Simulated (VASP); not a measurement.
A run of VASP 6.6.1 is set up as follows.

Contents of INCAR:

```
PREC = Accurate
ENCUT = 520
EDIFF = 1E-6
ISMEAR = -1
SIGMA = 0.05
LREAL = False
LASPH = True
NELM = 150
ALGO = Normal
ISIF = 2
LWAVE = False
LCHARG = False
ISPIN = 2
MAGMOM = 0.5 -0.5
LORBIT = 11
LMAXMIX = 4
GGA = PS
NBANDS = 21
```

KPOINTS

```
regular mesh
0
Gamma
  12 12 12
```

File POSCAR:

```
Pd
1.0
    0.0000000000      2.6630639427      2.6630639427
    2.6630639427      0.0000000000      2.6630639427
    2.6630639427      2.6630639427      0.0000000000
Pd
2
Direct
    0.0000000000      0.0000000000      0.0000000000
    0.5000000000      0.5000000000      0.5000000000
```

Potentials or basis: VASP PAW PBE potentials, release 64 (Pd).

Command:

```console
$ cat potpaw_PBE.64/Pd/POTCAR > POTCAR
$ mpirun -np 1 vasp_std > vasp.out
```

(1) What does it give for the pressure?

(2) Predict the band gap on the k mesh.

(3) Estimate the net moment.

Answers

(1) -12.4 GPa.

(2) zero (filled and empty bands overlap).

(3) 0.00 μB per cell.

Caveat: the PAW data sets were made with another functional, which shifts forces and pressure a little.
